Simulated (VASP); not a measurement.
# SrVO3 (Pm-3m) in VASP: a series of runs

SrVO3 is run at these levels: LDA+U; tasks: single point.

Program: VASP 6.6.1. These are calculated values, not measurements. Logs are shortened: lines on timing, memory, paths and dates and some standing lists are left out, and cuts for length are marked.

### Step 1. The cell of the first run

It takes space group Pm-3m (No. 221, cubic). The conventional cell has a = 3.841 Å, b = 3.841 Å, c = 3.841 Å, α = 90.00°, β = 90.00°, γ = 90.00°. Within 3.6 Å of Sr (site symmetry m-3m) lie 12 O at 2.72 Å and 8 V at 3.33 Å. Within 2.5 Å of V (site symmetry m-3m) lie 6 O at 1.92 Å. O (site symmetry 4/mmm) has 2 V at 1.92 Å within 2.5 Å.

### Step 2. Single point, LDA+U, collinear spin, ferromagnetic start

INCAR

```
  PREC = Accurate
  ENCUT = 520
  EDIFF = 1E-6
  ISMEAR = 1
  SIGMA = 0.1
  LREAL = False
  LASPH = True
  NELM = 150
  ALGO = Normal
  ISIF = 2
  LWAVE = False
  LCHARG = False
  ISPIN = 2
  MAGMOM = 0 1.5 0 0 0
  LORBIT = 11
  LMAXMIX = 4
  LDAU = True
  LDAUTYPE = 2
  LDAUL = -1 2 -1
  LDAUU = 0 1 0
  LDAUJ = 0 0 0
  LDAUPRINT = 1
  GGA = CA
  NBANDS = 32
```

KPOINTS

```
Automatic mesh
0
Gamma
  4 4 4
  0.5 0.5 0.5
```

POSCAR

```
SrVO3
1.0
    3.8409000000      0.0000000000      0.0000000000
    0.0000000000      3.8409000000      0.0000000000
    0.0000000000      0.0000000000      3.8409000000
Sr V O
1 1 3
Direct
    0.5000000000      0.5000000000      0.5000000000
    0.0000000000      0.0000000000      0.0000000000
    0.5000000000      0.0000000000      0.0000000000
    0.0000000000      0.5000000000      0.0000000000
    0.0000000000      0.0000000000      0.5000000000
```

Potentials or basis: VASP PAW LDA potentials, release 64 (Sr_sv, V_sv, O).

Launch:

```sh
> cat potpaw_LDA.64/Sr_sv/POTCAR potpaw_LDA.64/V_sv/POTCAR potpaw_LDA.64/O/POTCAR > POTCAR
> mpirun -np 1 vasp_std > vasp.out
```

OUTCAR:

```text
PREC = Accurate
   ENCUT = 520
   EDIFF = 1E-6
   ISMEAR = 1
   LREAL = False
   LASPH = True
   NELM = 150
   ISIF = 2
   ISPIN = 2
   LORBIT = 11
   GGA = CA

 ion  position               nearest neighbor table
   1  0.500  0.500  0.500-   3 2.72   4 2.72   5 2.72   3 2.72   4 2.72   3 2.72   5 2.72   3 2.72
                             4 2.72   5 2.72   4 2.72   5 2.72   2 3.33   2 3.33   2 3.33   2 3.33
   2  0.000  0.000  0.000-   3 1.92   4 1.92   5 1.92   5 1.92   4 1.92   3 1.92   1 3.33   1 3.33
                             1 3.33   1 3.33   1 3.33   1 3.33   1 3.33   1 3.33
   3  0.500  0.000  0.000-   2 1.92   2 1.92   1 2.72   1 2.72   1 2.72   1 2.72
   4  0.000  0.500  0.000-   2 1.92   2 1.92   1 2.72   1 2.72   1 2.72   1 2.72
   5  0.000  0.000  0.500-   2 1.92   2 1.92   1 2.72   1 2.72   1 2.72   1 2.72

  LATTYP: Found a simple cubic cell.
 ALAT       =     3.8409000000

  Lattice vectors:

 A1 = (   3.8409000000,   0.0000000000,   0.0000000000)
 A2 = (   0.0000000000,   3.8409000000,   0.0000000000)
 A3 = (   0.0000000000,   0.0000000000,   3.8409000000)

Analysis of symmetry for initial positions (statically):
=====================================================================
 Subroutine PRICEL returns:
 Original cell was already a primitive cell.

 Routine SETGRP: Setting up the symmetry group for a
 simple cubic supercell.

 Subroutine GETGRP returns: Found 48 space group operations
 (whereof 48 operations were pure point group operations)
 out of a pool of 48 trial point group operations.

The static configuration has the point symmetry O_h .

Analysis of symmetry for dynamics (positions and initial velocities):
=====================================================================
 Subroutine PRICEL returns:
 Original cell was already a primitive cell.

 Routine SETGRP: Setting up the symmetry group for a
 simple cubic supercell.

 Subroutine GETGRP returns: Found 48 space group operations
 (whereof 48 operations were pure point group operations)
 out of a pool of 48 trial point group operations.

The dynamic configuration has the point symmetry O_h .

Analysis of structural, dynamic, and magnetic symmetry:
=====================================================================
 Subroutine PRICEL returns:
 Original cell was already a primitive cell.

 Routine SETGRP: Setting up the symmetry group for a
 simple cubic supercell.

 Subroutine GETGRP returns: Found 48 space group operations
[... 161 lines left out ...]
  o =  0.3660  v =  0.0000 -0.9831  0.0000 -0.1830  0.0000  0.0000  0.0000  0.0000  0.0000  0.0000      0.0000  0.0000  0.0000  0.0000  0.0000  0.0000  0.0000  0.0000  0.0000  0.0000
  o =  0.3660  v =  0.0000  0.1830  0.0000 -0.9831 -0.0000  0.0000  0.0000  0.0000  0.0000  0.0000      0.0000  0.0000  0.0000  0.0000  0.0000  0.0000  0.0000  0.0000  0.0000  0.0000

 number of electron      41.0000018 magnetization       0.4999782

 Free energy of the ion-electron system (eV)
  ---------------------------------------------------
  ext. energy  EPLUGINS =         0.00000000
  ---------------------------------------------------
  free energy    TOTEN  =       -42.57716860 eV

  energy without entropy =      -42.57336735  energy(sigma->0) =      -42.57590152

 E-fermi :   5.9947     XC(G=0): -12.0966

 val. band max:        5.9098907551   @ k =   0.1250   0.1250   0.1250
 cond. band min:       6.0074442248   @ k =   0.1250   0.1250   0.1250
 fundamental gap:      0.0975534697
 Fermi energy:         5.9947142343

 spin component 1

 k-point     1 :       0.1250    0.1250    0.1250
  band No.  band energies     occupation
      1     -59.4220      1.00000
      2     -33.6866      1.00000
      3     -33.6862      1.00000
      4     -33.6862      1.00000
      5     -28.1984      1.00000
      6     -13.4288      1.00000
[... 129 lines left out ...]
     31      15.1314      0.00000
     32      18.0558      0.00000
 Fermi energy:         5.9947142343

 spin component 2

 k-point     1 :       0.1250    0.1250    0.1250
  band No.  band energies     occupation
      1     -58.9523      1.00000
      2     -33.2330      1.00000
      3     -33.2325      1.00000
      4     -33.2325      1.00000
      5     -28.1980      1.00000
      6     -13.4212      1.00000
[... 129 lines left out ...]
     31      15.1500      0.00000
     32      18.0780      0.00000

------------------------ aborting loop because EDIFF is reached ----------------------------------------

  FORCE on cell =-STRESS in cart. coord.  units (eV):
  Direction    XX          YY          ZZ          XY          YZ          ZX
  --------------------------------------------------------------------------------------
  -------------------------------------------------------------------------------------
  Total       -2.8831739     -2.8831739     -2.8831739     -0.0000000     -0.0000000      0.0000000
  in kB      -81.5234253    -81.5234253    -81.5234253     -0.0000000     -0.0000000      0.0000000
  external PRESSURE =     -81.5234253 kB  Pullay stress =       0.0000000 kB

 VOLUME and BASIS-vectors are now :
 -----------------------------------------------------------------------------
  energy-cutoff  :      520.00
  volume of cell :       56.66
      direct lattice vectors                 reciprocal lattice vectors
     3.840900000  0.000000000  0.000000000     0.260355646  0.000000000  0.000000000
     0.000000000  3.840900000  0.000000000     0.000000000  0.260355646  0.000000000
     0.000000000  0.000000000  3.840900000     0.000000000  0.000000000  0.260355646

 POSITION                                       TOTAL-FORCE (eV/Angst)
 -----------------------------------------------------------------------------------
      1.92045      1.92045      1.92045         0.000000      0.000000      0.000000
      0.00000      0.00000      0.00000         0.000000      0.000000      0.000000
      1.92045      0.00000      0.00000         0.000000      0.000000      0.000000
      0.00000      1.92045      0.00000         0.000000      0.000000      0.000000
      0.00000      0.00000      1.92045         0.000000      0.000000      0.000000
 -----------------------------------------------------------------------------------
    total drift:                                0.000000     -0.000000      0.000000

  FREE ENERGIE OF THE ION-ELECTRON SYSTEM (eV)
  ---------------------------------------------------
  free  energy   TOTEN  =       -42.5771685996 eV

  energy  without entropy=      -42.5733673533  energy(sigma->0) =      -42.57590152

 total charge

# of ion       s       p       d       tot
------------------------------------------
    1        1.999   5.789   0.227   8.016
    2        2.294   6.355   2.954  11.602
    3        1.553   3.461   0.000   5.013
    4        1.553   3.461   0.000   5.013
    5        1.553   3.461   0.000   5.013
--------------------------------------------------
tot          8.950  22.526   3.181  34.658

 magnetization (x)

# of ion       s       p       d       tot
------------------------------------------
    1       -0.000  -0.000   0.001   0.000
    2        0.003   0.003   0.481   0.487
    3       -0.001  -0.009   0.000  -0.010
    4       -0.001  -0.009   0.000  -0.010
    5       -0.001  -0.009   0.000  -0.010
--------------------------------------------------
tot          0.001  -0.026   0.482   0.457
```

OSZICAR:

```text
N       E                     dE             d eps       ncg     rms          rms(c)
DAV:   1     0.374225844056E+03    0.37423E+03   -0.21022E+04   512   0.132E+03
DAV:   2    -0.287194847689E+02   -0.40295E+03   -0.38705E+03   616   0.391E+02
DAV:   3    -0.521157602634E+02   -0.23396E+02   -0.23159E+02   680   0.985E+01
DAV:   4    -0.528380454979E+02   -0.72229E+00   -0.72140E+00   712   0.121E+01
DAV:   5    -0.528484162797E+02   -0.10371E-01   -0.10370E-01   664   0.127E+00    0.399E+01
DAV:   6    -0.444784453814E+02    0.83700E+01   -0.47436E+01   568   0.584E+01    0.192E+01
DAV:   7    -0.433613315721E+02    0.11171E+01   -0.22406E+01   536   0.410E+01    0.181E+01
DAV:   8    -0.425974540809E+02    0.76388E+00   -0.20590E+00   560   0.123E+01    0.539E+00
DAV:   9    -0.426214730383E+02   -0.24019E-01   -0.33535E-01   688   0.428E+00    0.245E+00
DAV:  10    -0.425781872400E+02    0.43286E-01   -0.13138E-01   576   0.326E+00    0.499E-01
DAV:  11    -0.425774259557E+02    0.76128E-03   -0.64681E-03   632   0.537E-01    0.261E-01
DAV:  12    -0.425772426736E+02    0.18328E-03   -0.21106E-03   608   0.285E-01    0.105E-01
DAV:  13    -0.425772526140E+02   -0.99404E-05   -0.60275E-04   632   0.159E-01    0.946E-02
DAV:  14    -0.425771932833E+02    0.59331E-04   -0.92190E-05   592   0.857E-02    0.474E-02
DAV:  15    -0.425771709222E+02    0.22361E-04   -0.34905E-05   624   0.480E-02    0.149E-02
DAV:  16    -0.425771685932E+02    0.23290E-05   -0.70393E-06   576   0.197E-02    0.300E-03
DAV:  17    -0.425771685996E+02   -0.63837E-08   -0.45210E-07   296   0.424E-03
   1 F= -.42577169E+02 E0= -.42575902E+02  d E =-.380125E-02  mag=     0.5000
```

Wall time 20 s (1 thread of Intel Xeon Platinum 8375C at 2.90GHz (Ice Lake), shared host); peak memory 0.16 GiB.

Results:

- Free energy: -42.5772 eV
- Pressure: -8.2 GPa
- Net moment: 0.50 μB per cell
- Site moments: Sr +0.00; V +0.49; O -0.01 μB
- Valence electrons inside the program's atomic spheres: Sr 8.02; V 11.60; O 5.01

Eigenvalues of the final occupation matrices:
```csv
site,spin,trace,eigenvalues
site 2 d,1,1.74,0.32 0.32 0.37 0.37 0.37
site 2 d,2,1.26,0.21 0.21 0.21 0.31 0.31
```

Caveat: the k points lie up to 0.41 Å⁻¹ apart; a moment this small can come from the mesh or the smearing. The state reached can hang on the start; a lower one may exist.

### Step 3. Single point, LDA+U, collinear spin, ferromagnetic start

INCAR

```
SYSTEM = SrVO3
PREC = Accurate ; ENCUT = 520
EDIFF = 1E-7 ; ISMEAR = 1
SIGMA = 0.1 ; LREAL = .False.
LASPH = .True. ; NELM = 150
ALGO = Normal ; ISIF = 2
LWAVE = .False. ; LCHARG = .False.
ISPIN = 2 ; MAGMOM = 0 1.5 0 0 0
LORBIT = 11 ; LMAXMIX = 4
LDAU = .True. ; LDAUTYPE = 2
LDAUL = -1 2 -1 ; LDAUU = 0 3 0
LDAUJ = 0 0 0 ; LDAUPRINT = 1
GGA = CA ; NBANDS = 32
```

KPOINTS is that of step 2.

POSCAR is that of step 2.

Potentials or basis: VASP PAW LDA potentials, release 64 (Sr_sv, V_sv, O).

Launch:

```sh
> cat potpaw_LDA.64/Sr_sv/POTCAR potpaw_LDA.64/V_sv/POTCAR potpaw_LDA.64/O/POTCAR > POTCAR
> mpirun -np 1 vasp_std > vasp.out
```

Wall time 21 s (1 thread of Intel Xeon Platinum 8375C at 2.90GHz (Ice Lake), shared host); peak memory 0.17 GiB.

Results (log left out):

```yaml
Free_energy: -40.5316 eV
Pressure: -6.4 GPa
Net_moment: 0.50 μB per cell
Site_moments: Sr -0.00; V +0.54; O -0.02 μB
Valence_electrons_inside_the_program's_atomic_spheres: Sr 8.02; V 11.56; O 5.02
```

Levels at points of the mesh, in eV from the Fermi level:
Spin up:
```tsv
k point	band 18	band 19	band 20	band 21	band 22	band 23
(0.12, 0.12, 0.12)	-3.30	-3.07	-3.07	-0.91	-0.80	-0.80
```
Spin down:
```
           k point  band 18  band 19  band 20  band 21  band 22  band 23
(0.12, 0.12, 0.12)    -3.33    -3.07    -3.07    -0.08     0.01     0.01
```

Eigenvalues of the final occupation matrices:
```
    site  spin  trace               eigenvalues
site 2 d     1   1.73  0.32 0.32 0.37 0.37 0.37
site 2 d     2   1.20  0.20 0.20 0.20 0.30 0.30
```

Caveat: the k points lie up to 0.41 Å⁻¹ apart; a moment this small can come from the mesh or the smearing. The state reached can hang on the start; a lower one may exist.

### Step 4. Single point, LDA+U, collinear spin, ferromagnetic start

INCAR

```
ALGO = Normal
EDIFF = 1E-7
ENCUT = 520
GGA = CA
ISIF = 2
ISMEAR = 1
ISPIN = 2
LASPH = T
LCHARG = F
LDAU = T
LDAUJ = 0 0 0
LDAUL = -1 2 -1
LDAUPRINT = 1
LDAUTYPE = 2
LDAUU = 0 5 0
LMAXMIX = 4
LORBIT = 11
LREAL = F
LWAVE = F
MAGMOM = 0 1.5 0 0 0
NBANDS = 32
NELM = 150
PREC = Accurate
SIGMA = 0.1
```

KPOINTS is that of step 3.

POSCAR is that of step 3.

Launch:

```sh
> cat potpaw_LDA.64/Sr_sv/POTCAR potpaw_LDA.64/V_sv/POTCAR potpaw_LDA.64/O/POTCAR > POTCAR
> mpirun -np 1 vasp_std > vasp.out
```

It took 22 s on 1 thread of Intel Xeon Platinum 8375C at 2.90GHz (Ice Lake), shared host; peak memory 0.17 GiB.

Results (log left out):

```
Free energy                                           : -38.6688 eV
Pressure                                              : -2.6 GPa
Band gap on the k mesh                                : zero (filled and empty bands overlap)
Net moment                                            : 1.00 μB per cell
Site moments                                          : Sr -0.00; V +1.14; O -0.06 μB
Valence electrons inside the program's atomic spheres : Sr 8.02; V 11.51; O 5.03
```

Levels at points of the mesh, in eV from the Fermi level:
Spin up:
```csv
k point,band 16,band 17,band 18,band 19,band 20,band 21,band 22,band 23,band 24,band 25
"(0.12, 0.12, 0.12)",-4.17,-3.57,-3.00,-2.79,-2.79,-1.19,-1.06,-1.06,1.93,1.93
```
Spin down:
| k point | band 18 | band 19 | band 20 | band 21 | band 22 | band 23 |
| --- | --- | --- | --- | --- | --- | --- |
| (0.12, 0.12, 0.12) | -3.09 | -2.80 | -2.80 | 1.10 | 1.16 | 1.16 |

Eigenvalues of the final occupation matrices:
```
    site  spin  trace               eigenvalues
site 2 d     1   2.00  0.32 0.32 0.46 0.46 0.46
site 2 d     2   0.88  0.10 0.10 0.10 0.28 0.28
```

Caveat: the k points lie up to 0.41 Å⁻¹ apart, too coarse for converged energies and pressures of a metal. The state reached can hang on the start; a lower one may exist.

### Step 5. Single point, LDA+U, collinear spin, ferromagnetic start

INCAR

```
SYSTEM = SrVO3
ALGO     = Normal         ! electronic algorithm
EDIFF    = 1E-6           ! SCF threshold, eV
ENCUT    = 520            ! plane-wave cutoff, eV
ISIF     = 2              ! what is computed and relaxed
ISMEAR   = 1              ! smearing method
ISPIN    = 2              ! spin polarisation
LASPH    = .True.         ! aspherical terms in the spheres
LCHARG   = .True.         ! write CHGCAR
LDAU     = .True.         ! DFT+U
LDAUJ    = 0 0 0        
LDAUL    = -1 2 -1        ! shell
LDAUPRINT= 1            
LDAUTYPE = 2            
LDAUU    = 0 7 0          ! U, eV
LELF     = .True.         ! ELF
LMAXMIX  = 4              ! l up to which the mixer works
LORBIT   = 11             ! projections on sites
LREAL    = .False.        ! projectors in reciprocal space
LVHAR    = .True.       
LWAVE    = .False.        ! write WAVECAR
MAGMOM   = 0 1.5 0 0 0    ! initial moments
NBANDS   = 32             ! bands
NELM     = 150            ! most SCF steps
PREC     = Accurate       ! precision mode
SIGMA    = 0.1            ! smearing width, eV
```

KPOINTS is that of step 4.

POSCAR is that of step 4.

Launch:

```sh
> cat potpaw_LDA.64/Sr_sv/POTCAR potpaw_LDA.64/V_sv/POTCAR potpaw_LDA.64/O/POTCAR > POTCAR
> mpirun -np 1 vasp_std > vasp.out
```

Wall time 18 s (1 thread of Intel Xeon Platinum 8375C at 2.90GHz (Ice Lake), shared host); peak memory 0.16 GiB.

The run converged. Its results:

```yaml
Free_energy: -36.8328 eV
Pressure: -0.2 GPa
Band_gap_on_the_k_mesh: zero (filled and empty bands overlap)
Net_moment: 1.00 μB per cell
Site_moments: Sr -0.00; V +1.23; O -0.09 μB
Valence_electrons_inside_the_program's_atomic_spheres: Sr 8.02; V 11.48; O 5.04
```

Levels at points of the mesh, in eV from the Fermi level:
Spin up:
| k point | band 17 | band 18 | band 19 | band 20 | band 21 | band 22 | band 23 | band 24 |
| --- | --- | --- | --- | --- | --- | --- | --- | --- |
| (0.12, 0.12, 0.12) | -3.42 | -2.80 | -2.58 | -2.58 | -1.20 | -1.06 | -1.06 | 2.22 |
Spin down:
```
           k point  band 16  band 17  band 18  band 19  band 20  band 21  band 22  band 23  band 24  band 25
(0.12, 0.12, 0.12)    -3.76    -3.21    -2.93    -2.62    -2.62     1.85     1.89     1.89     3.14     3.14
```

Eigenvalues of the final occupation matrices:
```csv
site,spin,trace,eigenvalues
site 2 d,1,2.03,0.31 0.31 0.47 0.47 0.47
site 2 d,2,0.81,0.09 0.09 0.09 0.27 0.27
```

Caveat: the k points lie up to 0.41 Å⁻¹ apart, too coarse for converged energies and pressures of a metal.

### Step 6. Overview

| U | gap on the mesh (eV) | pressure (GPa) | moment (μB) |
| --- | --- | --- | --- |
| V d U = 1.0 eV | none | -8.2 | 0.50 |
| V d U = 3.0 eV | none | -6.4 | 0.50 |
| V d U = 5.0 eV | none | -2.6 | 1.00 |
| V d U = 7.0 eV | none | -0.2 | 1.00 |

Alike in all rows: task single point; level LDA+U; potentials or basis VASP PAW LDA potentials, release 64 (Sr_sv, V_sv, O); spin collinear, ferromagnetic start; cell as given; k mesh 4 × 4 × 4, shifted; cutoff (eV) 520; smearing methfessel-paxton 0.1 eV.

Caveats: all runs use coarse meshes; a moment this small can come from the mesh or the smearing (at least some runs).

Absolute energies hang on the potentials; compare differences alone.

The gap in the log of VASP goes by the Fermi energy; the results here count the filled bands.